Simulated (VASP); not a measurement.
# Pb (Pm-3m) in VASP: notebook

Pb is run at these levels: PBEsol; tasks: single point.

Program: VASP 6.6.1. These are calculated values, not measurements. Logs are shortened: lines on timing, memory, paths and dates and some standing lists are left out, and cuts for length are marked.

## Step 1: The cell of the first run

Symmetry: Pm-3m, No. 221, cubic system. The conventional cell has a = 2.401 Å, b = 2.401 Å, c = 2.401 Å, α = 90.00°, β = 90.00°, γ = 90.00°. Within 3.2 Å of Pb (site symmetry m-3m) lie 6 Pb at 2.40 Å.

## Step 2: Single point, PBEsol (volume scaled by 0.43)

INCAR

```
ALGO = Normal
EDIFF = 1E-6
ENCUT = 520
GGA = PS
ISIF = 2
ISMEAR = -1
LASPH = True
LCHARG = True
LELF = True
LREAL = False
LVHAR = True
LWAVE = False
NBANDS = 13
NELM = 60
PREC = Accurate
SIGMA = 0.05
```

KPOINTS

```
k-points
0
Gamma
  13 13 13
```

POSCAR

```
Pb
1.0
    2.4009983839      0.0000000000      0.0000000000
    0.0000000000      2.4009983839      0.0000000000
    0.0000000000      0.0000000000      2.4009983839
Pb
1
Direct
    0.0000000000      0.0000000000      0.0000000000
```

Potentials or basis: VASP PAW PBE potentials, release 64 (Pb_d).

The run is started by

```console
$ cat potpaw_PBE.64/Pb_d/POTCAR > POTCAR
$ mpirun -np 1 vasp_std > vasp.out
```

OUTCAR:

```text
EDIFF = 1E-6
   ENCUT = 520
   GGA = PS
   ISIF = 2
   ISMEAR = -1
   LASPH = True
   LREAL = False
   NELM = 60
   PREC = Accurate

 ion  position               nearest neighbor table
   1  0.000  0.000  0.000-

  LATTYP: Found a simple cubic cell.
 ALAT       =     2.4009983839

  Lattice vectors:

 A1 = (   2.4009983839,   0.0000000000,   0.0000000000)
 A2 = (   0.0000000000,   2.4009983839,   0.0000000000)
 A3 = (   0.0000000000,   0.0000000000,   2.4009983839)

Analysis of symmetry for initial positions (statically):
=====================================================================
 Subroutine PRICEL returns:
 Original cell was already a primitive cell.

 Routine SETGRP: Setting up the symmetry group for a
 simple cubic supercell.

 Subroutine GETGRP returns: Found 48 space group operations
[... 9 lines left out ...]

 Routine SETGRP: Setting up the symmetry group for a
 simple cubic supercell.

 Subroutine GETGRP returns: Found 48 space group operations
[... 11 lines left out ...]
                                     Primitive cell

  volume of cell :      13.8413

  direct lattice vectors                    reciprocal lattice vectors
     2.400998384  0.000000000  0.000000000     0.416493408  0.000000000  0.000000000
     0.000000000  2.400998384  0.000000000     0.000000000  0.416493408  0.000000000
     0.000000000  0.000000000  2.400998384     0.000000000  0.000000000  0.416493408

  length of vectors
     2.400998384  2.400998384  2.400998384     0.416493408  0.416493408  0.416493408

  position of ions in fractional coordinates (direct lattice)
     0.000000000  0.000000000  0.000000000

  ion indices of the primitive-cell ions
   primitive index   ion index
                 1           1

----------------------------------------------------------------------------------------

 KPOINTS: k-points

Automatic generation of k-mesh.
 Grid dimensions read from file:
 generate k-points for:   13   13   13

 Generating k-lattice:

  Cartesian coordinates                     Fractional coordinates (reciprocal lattice)
     0.032037954  0.000000000  0.000000000     0.076923077  0.000000000  0.000000000
     0.000000000  0.032037954  0.000000000     0.000000000  0.076923077  0.000000000
     0.000000000  0.000000000  0.032037954     0.000000000  0.000000000  0.076923077

  Length of vectors
     0.032037954  0.032037954  0.032037954

[... 50 lines left out ...]
   LASPH  =      T    aspherical Exc in radial PAW
   ENCUT  =  520.0 eV  38.22 Ry    6.18 a.u.   4.46  4.46  4.46*2*pi/ulx,y,z
   NELM   =     60;   NELMIN=  2; NELMDL= -5     # of ELM steps
   EDIFF  = 0.1E-05   stopping-criterion for ELM
   LREAL  =      F    real-space projection
   EDIFFG = 0.1E-04   stopping-criterion for IOM
   NSW    =      0    number of steps for IOM
   IBRION =     -1    ionic relax: 0-MD 1-quasi-New 2-CG
   NFREE  =      0    steps in history (QN), initial steepest desc. (CG)
   ISIF   =      2    stress and relaxation
   ISYM   =      2    0-nonsym 1-usesym 2-fastsym
   POTIM  = 0.5000    time-step for ionic-motion
   TEBEG  =    0.0;   TEEND  =   0.0 temperature during run
   PSTRESS=    0.0 pullay stress
   NELECT =      14.0000    total number of electrons
   NUPDOWN=      -1.0000    fix difference up-down
   EMIN   =  10.00;   EMAX   =-10.00  energy-range for DOS
   EFERMI =   0.00;   METHOD = LEGACY
   ISMEAR =    -1;   SIGMA  =   0.05  broadening in eV -4-tet -1-fermi 0-gaus
   EFERMI_NEDOS =   21; number of points for ismear=-14 and -15
   IALGO  =     38    algorithm
   IMIX   =      4    mixing-type and parameters
     AMIX     =   0.40;   BMIX     =  1.00
     AMIX_MAG =   1.60;   BMIX_MAG =  1.00
  volume/ion in A,a.u.               =      13.84        93.41
  Fermi-wavevector in a.u.,A,eV,Ry     =   1.643333  3.105450 36.743134  2.700544
  Thomas-Fermi vector in A             =   2.733485
   LORBIT       =      0    0 simple, 1 ext, 2 COOP (PROOUT), +10 PAW based schemes
   GGA     = PS    functional components
   LHFCALC =     F    Hartree Fock is set to
   AEXX    =    0.0000 exact exchange contribution
   IVDW    =     0    specifies the selected vdW correction
   LEPSILON=     F    determine dielectric tensor
   LRPA    =     F    only Hartree local field effects (RPA)
 non-spin polarized calculation
  energy-cutoff  :      520.00
  volume of cell :       13.84
 maximum number of plane-waves:       386
 NGX is ok and might be reduce to    18
   NGX =  9   NGY =  9   NGZ =  9

 number of electron      14.0000008 magnetization

 Free energy of the ion-electron system (eV)
  ---------------------------------------------------
  ext. energy  EPLUGINS =         0.00000000
  ---------------------------------------------------
  free energy    TOTEN  =         3.69917708 eV

  energy without entropy =        3.70259559  energy(sigma->0) =        3.70088633

 E-fermi :  21.6562     XC(G=0): -14.6298

 val. band max:       21.5295697185   @ k =   0.2308   0.1538   0.0000
 cond. band min:      21.6739544923   @ k =   0.4615   0.3846   0.1538
 fundamental gap:      0.1443847738
 Fermi energy:        21.6562398391

 k-point     1 :       0.0000    0.0000    0.0000
  band No.  band energies     occupation
      1      -1.9323      2.00000
      2      -1.9323      2.00000
      3      -0.1256      2.00000
      4       2.9911      2.00000
      5       2.9911      2.00000
      6       2.9911      2.00000
      7      28.0464      0.00000
      8      28.0464      0.00000
      9      28.0464      0.00000
     10      35.3774      0.00000
     11      36.7481      0.00000
     12      36.7481      0.00000
     13      42.2529      0.00000
[... 354 lines left out ...]
  band No.  band energies     occupation
      1      -0.8973      2.00000
      2      -0.3155      2.00000
      3       1.7607      2.00000
      4       2.0872      2.00000
      5       2.2081      2.00000
      6       8.7259      2.00000
      7      16.9968      2.00000
      8      22.6123      0.00000
      9      28.8683      0.00000
     10      34.4148      0.00000
     11      37.6460      0.00000
     12      37.7101      0.00000
     13      41.8559      0.00000

 [... further k-points ...]
[... 5 lines left out ...]
  --------------------------------------------------------------------------------------
  -------------------------------------------------------------------------------------
  Total       26.0771980     26.0771980     26.0771980     -0.0000000     -0.0000000     -0.0000000
  in kB     3018.5328288   3018.5328288   3018.5328288     -0.0000000     -0.0000000     -0.0000000
  external PRESSURE =    3018.5328288 kB  Pullay stress =       0.0000000 kB

 VOLUME and BASIS-vectors are now :
 -----------------------------------------------------------------------------
  energy-cutoff  :      520.00
  volume of cell :       13.84
      direct lattice vectors                 reciprocal lattice vectors
     2.400998384  0.000000000  0.000000000     0.416493408  0.000000000  0.000000000
     0.000000000  2.400998384  0.000000000     0.000000000  0.416493408  0.000000000
     0.000000000  0.000000000  2.400998384     0.000000000  0.000000000  0.416493408

 POSITION                                       TOTAL-FORCE (eV/Angst)
 -----------------------------------------------------------------------------------
      0.00000      0.00000      0.00000         0.000000      0.000000      0.000000
 -----------------------------------------------------------------------------------
    total drift:                                0.000000      0.000000     -0.000000

  FREE ENERGIE OF THE ION-ELECTRON SYSTEM (eV)
  ---------------------------------------------------
  free  energy   TOTEN  =         3.6991770811 eV

  energy  without entropy=        3.7025955862  energy(sigma->0) =        3.70088633
```

stdout:

```text
POSCAR found type information on POSCAR Pb
 POSCAR found :  1 types and       1 ions
 scaLAPACK will be used
 -----------------------------------------------------------------------------
|                                                                             |
|                                                                             |
|     You enforced a specific xc type in the INCAR file but a different       |
|     I HOPE YOU KNOW WHAT YOU ARE DOING!                                     |
|                                                                             |
 -----------------------------------------------------------------------------

 LDA part: xc-table for (Slater+PW92), standard interpolation
 POSCAR, INCAR and KPOINTS ok, starting setup
 FFT: planning ... GRIDC
 FFT: planning ... GRID_SOFT
 FFT: planning ... GRID
 WAVECAR not read
 entering main loop
```

Wall time 6.2 s (1 thread of AMD EPYC 9R45 (Zen 5), shared host); peak memory 0.1 GiB.

Results:

```yaml
Free_energy: 3.6992 eV
Pressure: 301.9 GPa
Band_gap_on_the_k_mesh: zero (band 7 reaches 28.05 eV, above the bottom of band 8 at 18.77 eV)
```

Caveat: the PAW data sets were made with another functional, which shifts forces and pressure a little; spin-orbit coupling is left out, which moves the levels of the heavy elements.

## Step 3: Single point, PBEsol (volume scaled by 0.43, source ansatz)

INCAR

```
SYSTEM = Pb
PREC = Accurate ; ENCUT = 520
EDIFF = 1E-7 ; ISMEAR = -1
SIGMA = 0.05 ; LREAL = .FALSE.
LASPH = .TRUE. ; NELM = 100
ALGO = Normal ; ISIF = 2
LWAVE = .FALSE. ; LCHARG = .FALSE.
GGA = PS ; NBANDS = 13
```

KPOINTS

```
Automatic mesh
0
G
  13 13 13
  0 0 0
```

POSCAR is that of step 2.

Potentials or basis: VASP PAW PBE potentials, release 64 (Pb_d).

The run is started by

```console
$ cat potpaw_PBE.64/Pb_d/POTCAR > POTCAR
$ mpirun -np 1 vasp_std > vasp.out
```

It took 7.2 s on 1 thread of AMD EPYC 9R45 (Zen 5), shared host; peak memory 0.09 GiB.

Results (log left out):

- Free energy: 3.6992 eV
- Pressure: 302.0 GPa
- Band gap on the k mesh: zero (band 7 reaches 28.05 eV, above the bottom of band 8 at 18.77 eV)

Levels at points of the mesh, in eV from the Fermi level:
```csv
k point,band 5,band 6,band 7,band 8,band 9,band 10
"(0.00, 0.00, 0.00)",-18.67,-18.67,6.39,6.39,6.39,13.72
```

Caveat: the PAW data sets were made with another functional, which shifts forces and pressure a little; spin-orbit coupling is left out, which moves the levels of the heavy elements.

## Step 4: Single point, PBEsol (volume scaled by 0.5)

INCAR

```
SYSTEM = Pb
PREC = Accurate
ENCUT = 520
EDIFF = 1E-6
ISMEAR = -1
SIGMA = 0.05
LREAL = .FALSE.
LASPH = .TRUE.
NELM = 60
ALGO = Normal
ISIF = 2
LWAVE = .FALSE.
LCHARG = .FALSE.
GGA = PS
NBANDS = 13
```

KPOINTS

```
regular mesh
0
G
  13 13 13
  0 0 0
```

POSCAR

```
Pb
1.0
    2.5247926505      0.0000000000      0.0000000000
    0.0000000000      2.5247926505      0.0000000000
    0.0000000000      0.0000000000      2.5247926505
Pb
1
Direct
    0.0000000000      0.0000000000      0.0000000000
```

Potentials or basis: VASP PAW PBE potentials, release 64 (Pb_d).

The run is started by

```console
$ cat potpaw_PBE.64/Pb_d/POTCAR > POTCAR
$ mpirun -np 1 vasp_std > vasp.out
```

OUTCAR:

```text
SYSTEM = Pb
   PREC = Accurate
   ENCUT = 520
   EDIFF = 1E-6
   ISMEAR = -1
   LREAL = .FALSE.
   LASPH = .TRUE.
   NELM = 60
   ISIF = 2
   GGA = PS

 ion  position               nearest neighbor table
   1  0.000  0.000  0.000-

  LATTYP: Found a simple cubic cell.
 ALAT       =     2.5247926505

  Lattice vectors:

 A1 = (   2.5247926505,   0.0000000000,   0.0000000000)
 A2 = (   0.0000000000,   2.5247926505,   0.0000000000)
 A3 = (   0.0000000000,   0.0000000000,   2.5247926505)

Analysis of symmetry for initial positions (statically):
=====================================================================
 Subroutine PRICEL returns:
 Original cell was already a primitive cell.

 Routine SETGRP: Setting up the symmetry group for a
 simple cubic supercell.

 Subroutine GETGRP returns: Found 48 space group operations
[... 9 lines left out ...]

 Routine SETGRP: Setting up the symmetry group for a
 simple cubic supercell.

 Subroutine GETGRP returns: Found 48 space group operations
[... 11 lines left out ...]
                                     Primitive cell

  volume of cell :      16.0945

[... 135 lines left out ...]

 val. band max:       17.5339014038   @ k =   0.2308   0.0769   0.0769
 cond. band min:      17.7908282624   @ k =   0.3077   0.3077   0.2308
 fundamental gap:      0.2569268586
 Fermi energy:        17.7342978069

 k-point     1 :       0.0000    0.0000    0.0000
  band No.  band energies     occupation
      1      -3.8004      2.00000
      2      -3.8004      2.00000
      3      -1.4038      2.00000
      4      -0.2010      2.00000
      5      -0.2010      2.00000
      6      -0.2010      2.00000
      7      24.2620      0.00000
      8      24.2620      0.00000
      9      24.2620      0.00000
     10      30.5880      0.00000
     11      31.7513      0.00000
     12      31.7513      0.00000
     13      38.3741      0.00000
[... 354 lines left out ...]
  band No.  band energies     occupation
      1      -2.9958      2.00000
      2      -2.4800      2.00000
      3      -1.0700      2.00000
      4      -0.8384      2.00000
      5      -0.6671      2.00000
      6       6.1108      2.00000
      7      13.7112      2.00000
      8      18.5275      0.00000
      9      24.8468      0.00000
     10      30.6647      0.00000
     11      32.7671      0.00000
     12      33.5898      0.00000
     13      37.1387      0.00000

 [... further k-points ...]
[... 5 lines left out ...]
  --------------------------------------------------------------------------------------
  -------------------------------------------------------------------------------------
  Total       17.0486611     17.0486611     17.0486611     -0.0000000      0.0000000     -0.0000000
  in kB     1697.1636032   1697.1636032   1697.1636032     -0.0000000      0.0000000     -0.0000000
  external PRESSURE =    1697.1636032 kB  Pullay stress =       0.0000000 kB

 VOLUME and BASIS-vectors are now :
 -----------------------------------------------------------------------------
  energy-cutoff  :      520.00
  volume of cell :       16.09
      direct lattice vectors                 reciprocal lattice vectors
     2.524792650  0.000000000  0.000000000     0.396072129  0.000000000  0.000000000
     0.000000000  2.524792650  0.000000000     0.000000000  0.396072129  0.000000000
     0.000000000  0.000000000  2.524792650     0.000000000  0.000000000  0.396072129

 POSITION                                       TOTAL-FORCE (eV/Angst)
 -----------------------------------------------------------------------------------
      0.00000      0.00000      0.00000         0.000000      0.000000      0.000000
 -----------------------------------------------------------------------------------
    total drift:                               -0.000000     -0.000000     -0.000000

  FREE ENERGIE OF THE ION-ELECTRON SYSTEM (eV)
  ---------------------------------------------------
  free  energy   TOTEN  =         0.4763173517 eV

  energy  without entropy=        0.4777169339  energy(sigma->0) =        0.47701714
```

OSZICAR:

```text
N       E                     dE             d eps       ncg     rms          rms(c)
DAV:   1     0.109700152851E+03    0.10970E+03   -0.72800E+03  2303   0.155E+03
DAV:   2     0.467245856107E+01   -0.10503E+03   -0.10080E+03  2354   0.345E+02
DAV:   3     0.373308386185E+00   -0.42992E+01   -0.42631E+01  2607   0.739E+01
DAV:   4     0.295644096576E+00   -0.77664E-01   -0.77638E-01  2573   0.928E+00
DAV:   5     0.293079448871E+00   -0.25646E-02   -0.25646E-02  2935   0.166E+00    0.274E+00
DAV:   6     0.413168635864E+00    0.12009E+00   -0.42599E-02  3216   0.508E+00    0.146E+00
DAV:   7     0.474019580868E+00    0.60851E-01   -0.34923E-02  3355   0.401E+00    0.160E-01
DAV:   8     0.476322056066E+00    0.23025E-02   -0.20588E-03  2794   0.843E-01    0.259E-02
DAV:   9     0.476317701022E+00   -0.43550E-05   -0.56945E-05  3124   0.113E-01    0.131E-02
DAV:  10     0.476317351706E+00   -0.34932E-06   -0.32753E-06  2764   0.285E-02
   1 F= 0.47631735E+00 E0= 0.47701714E+00  d E =-.139958E-02
```

Wall time 7.2 s (1 thread of AMD EPYC 9R45 (Zen 5), shared host); peak memory 0.1 GiB.

Results:

| Quantity | Value |
| --- | --- |
| Free energy | 0.4763 eV |
| Pressure | 169.7 GPa |
| Band gap on the k mesh | zero (band 7 reaches 24.26 eV, above the bottom of band 8 at 14.46 eV) |

Caveat: the PAW data sets were made with another functional, which shifts forces and pressure a little; spin-orbit coupling is left out, which moves the levels of the heavy elements.
